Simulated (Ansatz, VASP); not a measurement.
## MgO: VASP beside Ansatz

INCAR

```
PREC = Accurate
ENCUT = 600
EDIFF = 1E-6
ISMEAR = 0
SIGMA = 0.1
LREAL = F
LASPH = T
NELM = 120
ALGO = Normal
ISIF = 2
LWAVE = F
LCHARG = F
GGA = PE
NBANDS = 11
GGA_COMPAT = F
```

The input KPOINTS:

```
regular mesh
0
Gamma
  9 9 9
```

Contents of POSCAR:

```
MgO
1.0
    0.0000000000      2.1080000000      2.1080000000
    2.1080000000      0.0000000000      2.1080000000
    2.1080000000      2.1080000000      0.0000000000
Mg O
1 1
Direct
    0.0000000000      0.0000000000      0.0000000000
    0.5000000000      0.5000000000      0.5000000000
```

Input for Ansatz:

```yaml
crystal:
  lattice:
    - [0.0, 2.108, 2.108]
    - [2.108, 0.0, 2.108]
    - [2.108, 2.108, 0.0]
  atoms:
    - { symbol: Mg, position: [0.0, 0.0, 0.0] }
    - { symbol: O, position: [0.5, 0.5, 0.5] }
hamiltonian:
  xc: pbe
  pseudopotentials: { kind: paw }
basis:
  ecutwfc: 420
kpoints:
  mp_grid: { grid: [9, 9, 9] }
scf:
  occupations: { method: gaussian, width: 0.1 }
  lower_state_search: "off"
output:
  forces: true
  stress: true
  write_density: true
  write_potential: true
  elf: true
  volumetric_format: npy
```

Alike in both runs: task single point; functional PBE; k mesh 9 × 9 × 9; occupations gaussian, width 0.1 eV; no spin polarisation.

|  | VASP | Ansatz |
| --- | --- | --- |
| version | VASP 6.6.1 | Ansatz 0.2.0 |
| potentials or method | VASP PAW PBE potentials, release 64 (Mg, O), cutoff 600 eV | PAW, plane waves, scalar-relativistic |
| valence electrons in the cell | 8 | 16 |

VASP gave:

| Quantity | Value |
| --- | --- |
| gap on the k mesh at the Fermi level (eV) | 4.70 |
| pressure (GPa) | 3.2 |

**Question.** Which values does Ansatz return?

**Answer.** gap on the k mesh at the Fermi level (eV): 4.72; pressure (GPa): 4.2.

With one functional, cell and mesh, what is left measures potentials, basis and numerics. VASP's potentials hold 8 valence electrons a cell and Ansatz's 16, so a difference there can come from the potentials and not from the codes.
